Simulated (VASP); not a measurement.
# TiO2 (Anatase) (I4_1/amd) in VASP: a series of runs

TiO2 (Anatase) is run at these levels: PBE+D3(BJ), PBE+D4; tasks: single point.

Program: VASP 6.6.1. These are calculated values, not measurements. Logs are shortened: lines on timing, memory, paths and dates and some standing lists are left out, and cuts for length are marked.

## Step 1: The cell of the first run

It takes space group I4_1/amd (No. 141, tetragonal). Conventional cell: a = 3.787 Å, b = 3.787 Å, c = 9.571 Å, α = 90.00°, β = 90.00°, γ = 90.00°. Ti (site symmetry -4m2) has 6 O at 1.94 to 1.99 Å within 2.6 Å. Within 2.6 Å of O (site symmetry 2mm) lie 3 Ti at 1.94 to 1.99 Å and 2 O at 2.47 Å.

## Step 2: Single point, PBE+D3(BJ)

The input, INCAR:

```
ALGO = Normal
EDIFF = 1E-7
ENCUT = 520
GGA = PE
ISIF = 2
ISMEAR = -1
IVDW = 12
LASPH = True
LCHARG = False
LREAL = False
LWAVE = False
NBANDS = 33
NELM = 60
PREC = Accurate
SIGMA = 0.05
```

The input, KPOINTS:

```
k-points
0
Gamma
  10 10 10
```

The input, POSCAR:

```
TiO2
1.0
   -1.8936833513      1.8936833513      4.7857088769
    1.8936833513     -1.8936833513      4.7857088769
    1.8936833513      1.8936833513     -4.7857088769
Ti O
2 4
Direct
    0.7500000000      0.2500000000      0.5000000000
    0.0000000000      0.0000000000      0.0000000000
    0.7918980520      0.7918980520      0.0000000000
    0.5418980520      0.0418980520      0.5000000000
    0.9581019480      0.4581019480      0.5000000000
    0.2081019480      0.2081019480      0.0000000000
```

Potentials or basis: VASP PAW PBE potentials, release 64 (Ti_sv, O).

Command:

```bash
$ cat potpaw_PBE.64/Ti_sv/POTCAR potpaw_PBE.64/O/POTCAR > POTCAR
$ mpirun -np 1 vasp_std > vasp.out
```

OUTCAR:

```text
EDIFF = 1E-7
   ENCUT = 520
   GGA = PE
   ISIF = 2
   ISMEAR = -1
   IVDW = 12
   LASPH = True
   LREAL = False
   NELM = 60
   PREC = Accurate
 IVDW          = 12

 ion  position               nearest neighbor table
   1  0.750  0.250  0.500-   3 1.94   6 1.94   3 1.94   6 1.94   5 1.99   4 1.99
   2  0.000  0.000  0.000-   4 1.94   5 1.94   4 1.94   5 1.94   3 1.99   6 1.99
   3  0.792  0.792  0.000-   1 1.94   1 1.94   2 1.99
   4  0.542  0.042  0.500-   2 1.94   2 1.94   1 1.99
   5  0.958  0.458  0.500-   2 1.94   2 1.94   1 1.99
   6  0.208  0.208  0.000-   1 1.94   1 1.94   2 1.99

  LATTYP: Found a body centered tetragonal cell.
 ALAT       =     3.7873667026
 C/A-ratio  =     2.5271959399

  Lattice vectors:

 A1 = (  -1.8936833513,   1.8936833513,   4.7857088769)
 A2 = (   1.8936833513,  -1.8936833513,   4.7857088769)
 A3 = (   1.8936833513,   1.8936833513,  -4.7857088769)

Analysis of symmetry for initial positions (statically):
=====================================================================
 Subroutine PRICEL returns:
 Original cell was already a primitive cell.

 Routine SETGRP: Setting up the symmetry group for a
 body centered tetragonal supercell.

 Subroutine GETGRP returns: Found 16 space group operations
 (whereof  8 operations were pure point group operations)
 out of a pool of 16 trial point group operations.

The static configuration has the point symmetry D_2d.
 The point group associated with its full space group is D_4h.

Analysis of symmetry for dynamics (positions and initial velocities):
=====================================================================
 Subroutine PRICEL returns:
 Original cell was already a primitive cell.

 Routine SETGRP: Setting up the symmetry group for a
 body centered tetragonal supercell.

 Subroutine GETGRP returns: Found 16 space group operations
 (whereof  8 operations were pure point group operations)
 out of a pool of 16 trial point group operations.

The dynamic configuration has the point symmetry D_2d.
 The point group associated with its full space group is D_4h.

 Subroutine INISYM returns: Found 16 space group operations
 (whereof  8 operations are pure point group operations),
 and found     1 'primitive' translations

----------------------------------------------------------------------------------------

                                     Primitive cell

[... 99 lines left out ...]
   LREAL  =      F    real-space projection
   EDIFFG = 0.1E-05   stopping-criterion for IOM
   NSW    =      0    number of steps for IOM
   IBRION =     -1    ionic relax: 0-MD 1-quasi-New 2-CG
   NFREE  =      0    steps in history (QN), initial steepest desc. (CG)
   ISIF   =      2    stress and relaxation
   ISYM   =      2    0-nonsym 1-usesym 2-fastsym
   POTIM  = 0.5000    time-step for ionic-motion
   TEBEG  =    0.0;   TEEND  =   0.0 temperature during run
   PSTRESS=    0.0 pullay stress
   NELECT =      48.0000    total number of electrons
   NUPDOWN=      -1.0000    fix difference up-down
   EMIN   =  10.00;   EMAX   =-10.00  energy-range for DOS
   EFERMI =   0.00;   METHOD = LEGACY
   ISMEAR =    -1;   SIGMA  =   0.05  broadening in eV -4-tet -1-fermi 0-gaus
   EFERMI_NEDOS =   21; number of points for ismear=-14 and -15
   IALGO  =     38    algorithm
   IMIX   =      4    mixing-type and parameters
     AMIX     =   0.40;   BMIX     =  1.00
     AMIX_MAG =   1.60;   BMIX_MAG =  1.00
  volume/ion in A,a.u.               =      11.44        77.21
  Fermi-wavevector in a.u.,A,eV,Ry     =   1.453053  2.745873 28.726854  2.111364
  Thomas-Fermi vector in A             =   2.570364
   LORBIT       =      0    0 simple, 1 ext, 2 COOP (PROOUT), +10 PAW based schemes
   GGA     = PE    functional components
   LHFCALC =     F    Hartree Fock is set to
   AEXX    =    0.0000 exact exchange contribution
   IVDW    =    12    specifies the selected vdW correction
   LEPSILON=     F    determine dielectric tensor
   LRPA    =     F    only Hartree local field effects (RPA)
 non-spin polarized calculation
  energy-cutoff  :      520.00
  volume of cell :       68.65
 maximum number of plane-waves:      1864
 NGX is ok and might be reduce to    42
   NGX = 21   NGY = 21   NGZ = 21

 number of electron      47.9999990 magnetization

 Free energy of the ion-electron system (eV)
  ---------------------------------------------------
  ext. energy  EPLUGINS =         0.00000000
  ---------------------------------------------------
  free energy    TOTEN  =       -53.84380282 eV

  energy without entropy =      -53.84380282  energy(sigma->0) =      -53.84380282

 E-fermi :   4.3712     XC(G=0): -10.6984

 val. band max:        3.3332340716   @ k =  -0.4000   0.4000   0.0000
 cond. band min:       5.4319877113   @ k =   0.0000   0.0000   0.0000
 fundamental gap:      2.0987536396
 Fermi energy:         4.3711909396

 k-point     1 :       0.0000    0.0000    0.0000
  band No.  band energies     occupation
      1     -53.0888      2.00000
      2     -53.0314      2.00000
      3     -29.5413      2.00000
      4     -29.3097      2.00000
      5     -29.3097      2.00000
      6     -29.2414      2.00000
[... 853 lines left out ...]
     32       9.7628      0.00000
     33      10.6433      0.00000

 [... further k-points ...]

------------------------ aborting loop because EDIFF is reached ----------------------------------------

 Edisp (eV)   -1.34449

 E8    (eV) :    -0.5342

  FORCE on cell =-STRESS in cart. coord.  units (eV):
  Direction    XX          YY          ZZ          XY          YZ          ZX
  --------------------------------------------------------------------------------------
  -------------------------------------------------------------------------------------
  Total       0.29086     0.29086     0.31930     0.00000     0.00000     0.00000
  in kB       6.78859     6.78859     7.45227     0.00000     0.00000     0.00000
  external pressure =        7.01 kB  Pullay stress =        0.00 kB

 VOLUME and BASIS-vectors are now :
 -----------------------------------------------------------------------------
  energy-cutoff  :      520.00
  volume of cell :       68.65
      direct lattice vectors                 reciprocal lattice vectors
    -1.893683351  1.893683351  4.785708877     0.000000000  0.264035695  0.104477730
     1.893683351 -1.893683351  4.785708877     0.264035695  0.000000000  0.104477730
     1.893683351  1.893683351 -4.785708877     0.264035695  0.264035695  0.000000000

 POSITION                                       TOTAL-FORCE (eV/Angst)
 -----------------------------------------------------------------------------------
      0.00000      1.89368      2.39285        -0.000000     -0.000000     -0.000000
      0.00000      0.00000      0.00000        -0.000000     -0.000000      0.000000
      0.00000      0.00000      7.57959        -0.000000      0.000000     -0.020216
      0.00000      1.89368      0.40102         0.000000     -0.000000     -0.020216
      0.00000      1.89368      4.38469         0.000000     -0.000000      0.020216
      0.00000      0.00000      1.99183        -0.000000      0.000000      0.020216
 -----------------------------------------------------------------------------------
    total drift:                               -0.000000     -0.000000      0.000000

  FREE ENERGIE OF THE ION-ELECTRON SYSTEM (eV)
  ---------------------------------------------------
  free  energy   TOTEN  =       -55.1882944599 eV

  energy  without entropy=      -55.1882944598  energy(sigma->0) =      -55.18829446
```

stdout:

```text
POSCAR found type information on POSCAR TiO
 POSCAR found :  2 types and       6 ions
 scaLAPACK will be used
 LDA part: xc-table for (Slater+PW92), standard interpolation
 POSCAR, INCAR and KPOINTS ok, starting setup
 FFT: planning ... GRIDC
 FFT: planning ... GRID_SOFT
 FFT: planning ... GRID
 WAVECAR not read
 entering main loop
```

Wall time 8.8 min (1 thread of Intel Xeon Platinum 8488C (Sapphire Rapids), shared host); peak memory 0.38 GiB.

What came out:

```
Free energy                : -55.1883 eV
Pressure                   : 0.7 GPa
Largest force              : 0.020 eV/Å
Band gap on the k mesh     : 2.10 eV, indirect (least direct gap 2.43 eV)
Dispersion energy per atom : -0.224 eV
```

Forces on the atoms (eV/Å):
```
Ti   0.000  0.000  0.000
Ti   0.000  0.000  0.000
O    0.000  0.000 -0.020
O    0.000  0.000 -0.020
O    0.000  0.000  0.020
O    0.000  0.000  0.020
```

Levels at points of the mesh, in eV from the valence-band top:
| k point | band 22 | band 23 | band 24 | band 25 | band 26 | band 27 |
| --- | --- | --- | --- | --- | --- | --- |
| (0.00, 0.00, 0.00) | -0.78 | -0.46 | -0.46 | 2.10 | 2.81 | 3.95 |
| (0.50, 0.00, 0.00) | -0.94 | -0.86 | -0.64 | 3.21 | 3.52 | 3.52 |
| (0.50, 0.50, 0.00) | -2.06 | -0.03 | -0.03 | 3.30 | 3.30 | 3.77 |
| (0.50, 0.50, 0.50) | -1.27 | -0.12 | -0.12 | 2.44 | 2.44 | 3.73 |

A k mesh can miss the band edges. Expect the measured gap to be larger: semilocal functionals such as PBE lack the derivative discontinuity.

## Step 3: Single point, PBE+D4

The input, INCAR:

```
PREC = Accurate ; ENCUT = 520
EDIFF = 1E-7 ; ISMEAR = -1
SIGMA = 0.05 ; LREAL = F
LASPH = T ; NELM = 60
ALGO = Normal ; ISIF = 2
LWAVE = F ; LCHARG = T
GGA = PE ; IVDW = 13
LELF = T ; LVHAR = T
NBANDS = 33
```

The input, KPOINTS:

```
Automatic mesh
0
Gamma
  10 10 10
```

The input, POSCAR:

```
TiO2
1.0
   -1.8914090542      1.8914090542      4.8010495507
    1.8914090542     -1.8914090542      4.8010495507
    1.8914090542      1.8914090542     -4.8010495507
Ti O
2 4
Direct
    0.7500000000      0.2500000000      0.5000000000
    0.0000000000      0.0000000000      0.0000000000
    0.7924641067      0.7924641067      0.0000000000
    0.5424641067      0.0424641067      0.5000000000
    0.9575358933      0.4575358933      0.5000000000
    0.2075358933      0.2075358933      0.0000000000
```

Potentials or basis: VASP PAW PBE potentials, release 64 (Ti_sv, O).

Command:

```bash
$ cat potpaw_PBE.64/Ti_sv/POTCAR potpaw_PBE.64/O/POTCAR > POTCAR
$ mpirun -np 1 vasp_std > vasp.out
```

Wall time 10 min (1 thread of Intel Xeon Platinum 8488C (Sapphire Rapids), shared host); peak memory 0.37 GiB.

Results (log left out):

* Free energy: -54.9666 eV
* Pressure: 0.7 GPa
* Largest force: 0.019 eV/Å
* Band gap on the k mesh: 2.12 eV, indirect (least direct gap 2.44 eV)
* Dispersion energy per atom: -0.187 eV

Forces in eV/Å, atoms in the order of the input:
```
Ti   0.000  0.000  0.000
Ti   0.000  0.000  0.000
O    0.000  0.000 -0.019
O    0.000  0.000 -0.019
O    0.000  0.000  0.019
O    0.000  0.000  0.019
```

Levels at points of the mesh, in eV from the valence-band top:
| k point | band 22 | band 23 | band 24 | band 25 | band 26 | band 27 |
| --- | --- | --- | --- | --- | --- | --- |
| (0.00, 0.00, 0.00) | -0.78 | -0.45 | -0.45 | 2.12 | 2.82 | 3.99 |
| (0.50, 0.00, 0.00) | -0.92 | -0.85 | -0.64 | 3.23 | 3.53 | 3.55 |
| (0.50, 0.50, 0.00) | -2.04 | -0.04 | -0.04 | 3.29 | 3.29 | 3.77 |
| (0.50, 0.50, 0.50) | -1.26 | -0.11 | -0.11 | 2.46 | 2.46 | 3.75 |

A k mesh can miss the band edges. PBE gaps usually lie below the measured ones, often by a third to a half.
